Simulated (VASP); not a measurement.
# Si2W in VASP: a series of runs, part 2 of 2

VASP 6.6.1. The steps go on from the part before.

**3. Single point, PBE**

INCAR

```
PREC = Accurate ; ENCUT = 520
EDIFF = 1E-6 ; ISMEAR = 0
SIGMA = 0.014 ; LREAL = F
LASPH = T ; NELM = 100
ALGO = Normal ; ISIF = 2
LWAVE = F ; LCHARG = F
GGA = PE ; NBANDS = 43
```

KPOINTS

```
regular mesh
0
Gamma
  7 7 4
```

POSCAR

```
Si2W
1.0
    4.6168523821      0.0000000000      0.0000000000
   -2.3084261911      3.9983114484      0.0000000000
    0.0000000000      0.0000000000      6.6532220000
W Si
3 6
Direct
    0.5000000000      0.0000000000      0.5000000000
    0.5000000000      0.5000000000      0.8333333333
    0.0000000000      0.5000000000      0.1666666667
    0.3272520000      0.1636260000      0.1666666667
    0.8363740000      0.1636260000      0.8333333333
    0.1636260000      0.3272520000      0.5000000000
    0.6727480000      0.8363740000      0.1666666667
    0.1636260000      0.8363740000      0.8333333333
    0.8363740000      0.6727480000      0.5000000000
```

Potentials or basis: VASP PAW PBE potentials, release 64 (W_sv, Si).

Started as:

```console
> cat potpaw_PBE.64/W_sv/POTCAR potpaw_PBE.64/Si/POTCAR > POTCAR
> mpirun -np 1 vasp_std > vasp.out
```

OUTCAR:

```text
PREC = Accurate
   ENCUT = 520
   EDIFF = 1E-6
   ISMEAR = 0
   LREAL = F
   LASPH = T
   NELM = 100
   ISIF = 2
   GGA = PE

 ion  position               nearest neighbor table
   1  0.500  0.000  0.500-   5 2.59   8 2.59   7 2.59   4 2.59   6 2.65   9 2.65   9 2.65   6 2.65
                             6 2.69   9 2.69   3 3.20   3 3.20   2 3.20   2 3.20
   2  0.500  0.500  0.833-   6 2.59   9 2.59   7 2.59   4 2.59   8 2.65   5 2.65   8 2.65   5 2.65
                             8 2.69   5 2.69   1 3.20   1 3.20   3 3.20   3 3.20
   3  0.000  0.500  0.167-   6 2.59   9 2.59   8 2.59   5 2.59   4 2.65   7 2.65   7 2.65   4 2.65
                             7 2.69   4 2.69   1 3.20   1 3.20   2 3.20   2 3.20
   4  0.327  0.164  0.167-   6 2.57   8 2.57   1 2.59   2 2.59   7 2.62   3 2.65   3 2.65   3 2.69
                             7 2.69   7 2.69
   5  0.836  0.164  0.833-   6 2.57   7 2.57   1 2.59   3 2.59   8 2.62   2 2.65   2 2.65   2 2.69
                             8 2.69   8 2.69
   6  0.164  0.327  0.500-   5 2.57   4 2.57   2 2.59   3 2.59   9 2.62   1 2.65   1 2.65   1 2.69
                             9 2.69   9 2.69
   7  0.673  0.836  0.167-   9 2.57   5 2.57   1 2.59   2 2.59   4 2.62   3 2.65   3 2.65   3 2.69
                             4 2.69   4 2.69
   8  0.164  0.836  0.833-   9 2.57   4 2.57   1 2.59   3 2.59   5 2.62   2 2.65   2 2.65   2 2.69
                             5 2.69   5 2.69
   9  0.836  0.673  0.500-   8 2.57   7 2.57   2 2.59   3 2.59   6 2.62   1 2.65   1 2.65   1 2.69
                             6 2.69   6 2.69

  LATTYP: Found a hexagonal cell.
 ALAT       =     4.6168523821
 C/A-ratio  =     1.4410731488

  Lattice vectors:

 A1 = (   4.6168523821,   0.0000000000,   0.0000000000)
 A2 = (  -2.3084261911,   3.9983114484,   0.0000000000)
 A3 = (   0.0000000000,   0.0000000000,   6.6532220000)

Analysis of symmetry for initial positions (statically):
=====================================================================
 Subroutine PRICEL returns:
 Original cell was already a primitive cell.

 Routine SETGRP: Setting up the symmetry group for a
 hexagonal supercell.

 Subroutine GETGRP returns: Found 12 space group operations
 (whereof  4 operations were pure point group operations)
 out of a pool of 24 trial point group operations.

The static configuration has the point symmetry D_2 .
 The point group associated with its full space group is D_6 .

Analysis of symmetry for dynamics (positions and initial velocities):
=====================================================================
 Subroutine PRICEL returns:
 Original cell was already a primitive cell.

 Routine SETGRP: Setting up the symmetry group for a
 hexagonal supercell.

 Subroutine GETGRP returns: Found 12 space group operations
 (whereof  4 operations were pure point group operations)
 out of a pool of 24 trial point group operations.

The dynamic configuration has the point symmetry D_2 .
 The point group associated with its full space group is D_6 .

 Subroutine INISYM returns: Found 12 space group operations
 (whereof  4 operations are pure point group operations),
 and found     1 'primitive' translations

----------------------------------------------------------------------------------------

                                     Primitive cell

[... 85 lines left out ...]
   k-points           NKPTS =     24   k-points in BZ     NKDIM =     24   number of bands    NBANDS=     43
   number of dos      NEDOS =    301   number of ions     NIONS =      9
   total plane-waves  NPLWV =  64800
   dimension x,y,z NGX =    36 NGY =   36 NGZ =   50
   dimension x,y,z NGXF=    72 NGYF=   72 NGZF=  100
   ions per type =               3   6
   NGX,Y,Z   is equivalent  to a cutoff of  12.96, 12.96, 12.49 a.u.
   NGXF,Y,Z  is equivalent  to a cutoff of  25.93, 25.93, 24.99 a.u.
 SYSTEM =  unknown system
   PREC   = accura    normal or accurate (medium, high low for compatibility)
   ISTART =      0    job   : 0-new  1-cont  2-samecut
   ICHARG =      2    charge: 1-file 2-atom 10-const
   ISPIN  =      1    spin polarized calculation?
   LNONCOLLINEAR =      F non collinear calculations
   LSORBIT =      F    spin-orbit coupling
   LASPH  =      T    aspherical Exc in radial PAW
   ENCUT  =  520.0 eV  38.22 Ry    6.18 a.u.   8.58  8.58 12.37*2*pi/ulx,y,z
   NELM   =    100;   NELMIN=  2; NELMDL= -5     # of ELM steps
   EDIFF  = 0.1E-05   stopping-criterion for ELM
   LREAL  =      F    real-space projection
   EDIFFG = 0.1E-04   stopping-criterion for IOM
   NSW    =      0    number of steps for IOM
   IBRION =     -1    ionic relax: 0-MD 1-quasi-New 2-CG
   NFREE  =      0    steps in history (QN), initial steepest desc. (CG)
   ISIF   =      2    stress and relaxation
   ISYM   =      2    0-nonsym 1-usesym 2-fastsym
   POTIM  = 0.5000    time-step for ionic-motion
   TEBEG  =    0.0;   TEEND  =   0.0 temperature during run
   PSTRESS=    0.0 pullay stress
   NELECT =      66.0000    total number of electrons
   NUPDOWN=      -1.0000    fix difference up-down
   EMIN   =  10.00;   EMAX   =-10.00  energy-range for DOS
   EFERMI =   0.00;   METHOD = LEGACY
   ISMEAR =     0;   SIGMA  =   0.01  broadening in eV -4-tet -1-fermi 0-gaus
   EFERMI_NEDOS =   21; number of points for ismear=-14 and -15
   IALGO  =     38    algorithm
   IMIX   =      4    mixing-type and parameters
     AMIX     =   0.40;   BMIX     =  1.00
     AMIX_MAG =   1.60;   BMIX_MAG =  1.00
  volume/ion in A,a.u.               =      13.65        92.09
  Fermi-wavevector in a.u.,A,eV,Ry     =   1.330979  2.515186 24.102797  1.771506
  Thomas-Fermi vector in A             =   2.460025
   LORBIT       =      0    0 simple, 1 ext, 2 COOP (PROOUT), +10 PAW based schemes
   GGA     = PE    functional components
   LHFCALC =     F    Hartree Fock is set to
   AEXX    =    0.0000 exact exchange contribution
   IVDW    =     0    specifies the selected vdW correction
   LEPSILON=     F    determine dielectric tensor
   LRPA    =     F    only Hartree local field effects (RPA)
 non-spin polarized calculation
 Gauss-broadening in eV      SIGMA  =   0.01
  energy-cutoff  :      520.00
  volume of cell :      122.82
 maximum number of plane-waves:      3343
 NGX is ok and might be reduce to    36
   NGX = 17   NGY = 17   NGZ = 25

 number of electron      66.0000007 magnetization

 Free energy of the ion-electron system (eV)
  ---------------------------------------------------
  ext. energy  EPLUGINS =         0.00000000
  ---------------------------------------------------
  free energy    TOTEN  =       -73.83159683 eV

  energy without entropy =      -73.83159683  energy(sigma->0) =      -73.83159683

 E-fermi :  12.3795     XC(G=0): -12.4681

 val. band max:       12.2696620862   @ k =   0.4286   0.0000   0.5000
 cond. band min:      12.4935417560   @ k =   0.4286   0.0000   0.0000
 fundamental gap:      0.2238796698
 Fermi energy:        12.3795200481

 k-point     1 :       0.0000    0.0000    0.0000
  band No.  band energies     occupation
      1     -61.9820      2.00000
      2     -61.9702      2.00000
      3     -61.9702      2.00000
      4     -26.3447      2.00000
      5     -26.3412      2.00000
      6     -26.3412      2.00000
[... 1093 lines left out ...]
     42      15.4643      0.00000
     43      15.5423      0.00000

------------------------ aborting loop because EDIFF is reached ----------------------------------------

  FORCE on cell =-STRESS in cart. coord.  units (eV):
  Direction    XX          YY          ZZ          XY          YZ          ZX
  --------------------------------------------------------------------------------------
  -------------------------------------------------------------------------------------
  Total       -0.2630570     -0.2630570     -0.4388864      0.0000000      0.0000000      0.0000000
  in kB       -3.4316728     -3.4316728     -5.7254294      0.0000000      0.0000000      0.0000000
  external PRESSURE =      -4.1962583 kB  Pullay stress =       0.0000000 kB

 VOLUME and BASIS-vectors are now :
 -----------------------------------------------------------------------------
  energy-cutoff  :      520.00
  volume of cell :      122.82
      direct lattice vectors                 reciprocal lattice vectors
     4.616852382  0.000000000  0.000000000     0.216597785  0.125052790  0.000000000
    -2.308426191  3.998311448  0.000000000     0.000000000  0.250105579  0.000000000
     0.000000000  0.000000000  6.653222000     0.000000000  0.000000000  0.150303116

 POSITION                                       TOTAL-FORCE (eV/Angst)
 -----------------------------------------------------------------------------------
      2.30843      0.00000      3.32661        -0.000000      0.000000     -0.000000
      1.15421      1.99916      5.54435        -0.000000      0.000000     -0.000000
     -1.15421      1.99916      1.10887        -0.000000     -0.000000     -0.000000
      1.13316      0.65423      1.10887         0.001869      0.001079      0.000000
      3.48370      0.65423      5.54435        -0.001869      0.001079      0.000000
     -0.00000      1.30846      3.32661        -0.000000      0.002158     -0.000000
      1.17527      3.34408      1.10887        -0.001869     -0.001079      0.000000
     -1.17527      3.34408      5.54435         0.001869     -0.001079      0.000000
      2.30843      2.68986      3.32661         0.000000     -0.002158     -0.000000
 -----------------------------------------------------------------------------------
    total drift:                               -0.000000     -0.000000      0.000000

  FREE ENERGIE OF THE ION-ELECTRON SYSTEM (eV)
  ---------------------------------------------------
  free  energy   TOTEN  =       -73.8315968264 eV

  energy  without entropy=      -73.8315968264  energy(sigma->0) =      -73.83159683
```

It took 68 s on 1 thread of Intel Xeon 6975P-C (Granite Rapids), shared host; peak memory 0.28 GiB.

Results:

```yaml
Free_energy: -73.8316 eV
Pressure: -0.4 GPa
Band_gap_on_the_k_mesh: 0.22 eV (least direct gap 0.68 eV)
```

Forces on the atoms (eV/Å):
```
W    0.000  0.000  0.000
W    0.000  0.000  0.000
W    0.000  0.000  0.000
Si   0.002  0.001  0.000
Si  -0.002  0.001  0.000
Si   0.000  0.002  0.000
Si  -0.002 -0.001  0.000
Si   0.002 -0.001  0.000
Si   0.000 -0.002  0.000
```

Stress tensor (GPa, compression positive):
```
-0.34  0.00  0.00
 0.00 -0.34  0.00
 0.00  0.00 -0.57
```

Caveat: spin-orbit coupling is left out, which moves the levels of the heavy elements.

**4. Single point, r2SCAN**

POSCAR is that of step 3.

INCAR.step1

```
SYSTEM = Si2W
PREC = Accurate
ENCUT = 520
ISMEAR = -1
SIGMA = 0.05
LREAL = .False.
LASPH = .True.
NELM = 60
NBANDS = 43
GGA = PE
ALGO = Normal
EDIFF = 1E-4
LWAVE = .True.
LCHARG = .False.
```

INCAR.step2

```
SYSTEM = Si2W
PREC = Accurate
ENCUT = 520
EDIFF = 1E-6
ISMEAR = -1
SIGMA = 0.05
LREAL = .False.
LASPH = .True.
NELM = 60
ALGO = Normal
ISIF = 2
LWAVE = .False.
LCHARG = .False.
METAGGA = R2SCAN
LMIXTAU = .True.
NBANDS = 43
ISTART = 1
```

KPOINTS

```
regular mesh
0
Gamma
  7 7 4
  0 0 0
```

Started as:

```console
> cat potpaw_PBE.64/W_sv/POTCAR potpaw_PBE.64/Si/POTCAR > POTCAR
> cp INCAR.step1 INCAR
> mpirun -np 1 vasp_std > vasp.out
> cp INCAR.step2 INCAR
> mpirun -np 1 vasp_std > vasp.out
```

It took 3.6 min on 1 thread of Intel Xeon 6975P-C (Granite Rapids), shared host; peak memory 0.31 GiB.

Results (log left out):

| Quantity | Value |
| --- | --- |
| Free energy | -208.7470 eV |
| Pressure | -4.9 GPa |
| Largest force | 0.004 eV/Å |
| Band gap on the k mesh | 0.34 eV (least direct gap 0.85 eV) |

Forces in eV/Å, atoms in the order of the input:
```
W    0.000  0.000  0.000
W    0.000  0.000  0.000
W    0.000  0.000  0.000
Si  -0.003 -0.002  0.000
Si   0.003 -0.002  0.000
Si   0.000 -0.004  0.000
Si   0.003  0.002  0.000
Si  -0.003  0.002  0.000
Si   0.000  0.004  0.000
```

Levels at points of the mesh, in eV from the valence-band top:
| k point | band 29 | band 30 | band 31 | band 32 | band 33 | band 34 | band 35 | band 36 | band 37 | band 38 |
| --- | --- | --- | --- | --- | --- | --- | --- | --- | --- | --- |
| (0.00, 0.00, 0.00) | -3.45 | -3.45 | -3.13 | -2.68 | -0.85 | 2.53 | 2.53 | 2.63 | 2.74 | 2.93 |
| (0.00, 0.00, 0.50) | -2.83 | -2.83 | -2.73 | -0.65 | -0.65 | 2.08 | 2.36 | 2.36 | 2.54 | 2.67 |

Caveat: the cell stands under tension; the PAW data sets were made with another functional, which shifts forces and pressure a little; spin-orbit coupling is left out, which moves the levels of the heavy elements. A k mesh can miss the band edges.

**5. Single point, PBEsol+D4**

This run uses another cell than the first one, of 13.10 Å³/atom.

INCAR

```
SYSTEM = Si2W
PREC = Accurate
ENCUT = 520
EDIFF = 1E-7
ISMEAR = -1
SIGMA = 0.05
LREAL = .False.
LASPH = .True.
NELM = 60
ALGO = Normal
ISIF = 2
LWAVE = .False.
LCHARG = .True.
GGA = PS
IVDW = 13
LELF = .True.
LVHAR = .True.
NBANDS = 43
```

KPOINTS

```
Automatic mesh
0
Gamma
  7 7 4
  0 0 0
```

POSCAR

```
Si2W
1.0
    4.5516252311      0.0000000000      0.0000000000
   -2.2758126156      3.9418230786      0.0000000000
    0.0000000000      0.0000000000      6.5723244039
W Si
3 6
Direct
    0.5000000000      0.0000000000      0.5000000000
    0.5000000000      0.5000000000      0.8333333333
    0.0000000000      0.5000000000      0.1666666667
    0.3274065695      0.1637032848      0.1666666667
    0.8362967152      0.1637032848      0.8333333333
    0.1637032848      0.3274065695      0.5000000000
    0.6725934305      0.8362967152      0.1666666667
    0.1637032848      0.8362967152      0.8333333333
    0.8362967152      0.6725934305      0.5000000000
```

Started as:

```console
> cat potpaw_PBE.64/W_sv/POTCAR potpaw_PBE.64/Si/POTCAR > POTCAR
> mpirun -np 1 vasp_std > vasp.out
```

Wall time 5.5 min (1 thread of Intel Xeon 8259CL, shared host); peak memory 0.29 GiB.

The run converged. Its results:

```yaml
Free_energy: -82.3597 eV
Pressure: 0.4 GPa
Band_gap_on_the_k_mesh: 0.23 eV (least direct gap 0.74 eV)
Dispersion_energy_per_atom: -0.341 eV
```

Levels at points of the mesh, in eV from the valence-band top:
```
           k point  band 29  band 30  band 31  band 32  band 33  band 34  band 35  band 36  band 37  band 38
(0.00, 0.00, 0.00)    -3.36    -3.36    -2.97    -2.53    -0.92     2.32     2.32     2.50     2.68     2.76
(0.00, 0.00, 0.50)    -2.67    -2.67    -2.51    -0.69    -0.69     1.95     2.31     2.31     2.52     2.53
```

Caveat: the PAW data sets were made with another functional, which shifts forces and pressure a little; spin-orbit coupling is left out, which moves the levels of the heavy elements.

**6. Single point, PBEsol (atoms moved at random)**

INCAR

```
SYSTEM = Si2W
ALGO = Normal ; EDIFF = 1E-7
ENCUT = 520 ; GGA = PS
ISIF = 2 ; ISMEAR = -1
LASPH = .TRUE. ; LCHARG = .FALSE.
LREAL = .FALSE. ; LUSENCCL = .FALSE.
LWAVE = .FALSE. ; NBANDS = 43
NELM = 100 ; PREC = Accurate
SIGMA = 0.05
```

KPOINTS

```
k-points
0
G
  7 7 4
  0 0 0
```

POSCAR

```
Si2W
1.0
    4.6168523821      0.0000000000      0.0000000000
   -2.3084261911      3.9983114484      0.0000000000
    0.0000000000      0.0000000000      6.6532220000
W Si
3 6
Direct
    0.5089400000      0.0040880000      0.5064200000
    0.4953170000      0.4900060000      0.8279550000
   -0.0042450000      0.4991370000      0.1699210000
    0.3143020000      0.1595440000      0.1662430000
    0.8414210000      0.1722940000      0.8327910000
    0.1596360000      0.3153370000      0.4983370000
    0.6750990000      0.8402330000      0.1617900000
    0.1674930000      0.8419070000      0.8275760000
    0.8357440000      0.6767120000      0.5031760000
```

Potentials or basis: VASP PAW PBE potentials, release 64 (W_sv, Si).

Started as:

```console
> cat potpaw_PBE.64/W_sv/POTCAR potpaw_PBE.64/Si/POTCAR > POTCAR
> mpirun -np 1 vasp_std > vasp.out
```

It took 6.2 min on 1 × NVIDIA H100 80GB with 1 thread of Intel Xeon Platinum 8481C at 2.70GHz (Sapphire Rapids), shared host; peak memory 1.5 GiB.

Results (log left out):

```
Free energy            : -79.1245 eV
Pressure               : -4.8 GPa
Largest force          : 1.327 eV/Å
Band gap on the k mesh : 0.04 eV (least direct gap 0.56 eV)
```

Forces in eV/Å, atoms in the order of the input:
```
W   -0.511 -0.462 -1.134
W   -0.060  0.850  0.903
W    0.188  0.158 -0.338
Si   0.674  0.175  0.070
Si  -0.035 -0.203  0.028
Si  -0.051  0.549  0.097
Si  -0.407 -0.337  0.220
Si  -0.010 -0.429  0.488
Si   0.212 -0.301 -0.333
```

Stress tensor (GPa, compression positive):
```
-4.74  0.19 -0.50
 0.19 -4.52  0.24
-0.50  0.24 -5.20
```

Levels at points of the mesh, in eV from the valence-band top:
```csv
k point,band 31,band 32,band 33,band 34,band 35,band 36
"(0.00, 0.00, 0.00)",-3.04,-2.43,-0.85,2.05,2.09,2.16
"(0.00, 0.00, 0.50)",-2.55,-0.73,-0.61,1.79,1.85,2.00
```

Caveat: the cell differs from its parent crystal (atoms moved at random); the cell stands under tension; the PAW data sets were made with another functional, which shifts forces and pressure a little; spin-orbit coupling is left out, which moves the levels of the heavy elements. A k mesh can miss the band edges.

**7. Overview**

| level | cell | smearing | gap on the mesh (eV) | pressure (GPa) |
| --- | --- | --- | --- | --- |
| PBE | a = 4.617, b = 4.617, c = 6.653 Å, angles 90.0, 90.0, 120.0°, 9 atoms, atomic positions A | gaussian 0.013 eV | 0.22 | -0.4 |
| PBE | a = 4.617, b = 4.617, c = 6.653 Å, angles 90.0, 90.0, 120.0°, 9 atoms, atomic positions A | gaussian 0.014 eV | 0.22 | -0.4 |
| r2SCAN | a = 4.617, b = 4.617, c = 6.653 Å, angles 90.0, 90.0, 120.0°, 9 atoms, atomic positions A | fermi-dirac 0.05 eV | 0.34 | -4.9 |
| PBEsol+D4 | a = 4.552, b = 4.552, c = 6.572 Å, angles 90.0, 90.0, 120.0°, 9 atoms, atomic positions B | fermi-dirac 0.05 eV | 0.23 | 0.4 |
| PBEsol | a = 4.617, b = 4.617, c = 6.653 Å, angles 90.0, 90.0, 120.0°, 9 atoms, atomic positions C | fermi-dirac 0.05 eV | 0.04 | -4.8 |

Alike in all rows: task single point; potentials or basis VASP PAW PBE potentials, release 64 (W_sv, Si); no spin polarisation; k mesh 7 × 7 × 4; cutoff (eV) 520.

On the cell as given the gap runs from 0.22 eV (PBE) to 0.34 eV (r2SCAN). The pressure there spans -4.9 GPa (r2SCAN) to -0.4 GPa (PBE); a positive pressure means that this level wants a larger cell, a negative one a smaller.

Caveats: spin-orbit coupling is left out, which moves the levels of the heavy elements; the PAW data sets were made with another functional, which shifts forces and pressure a little (at least some runs); the cell stands under tension (at least some runs).

Total energies depend on the potentials used, so only differences within one code and one set of settings carry meaning.
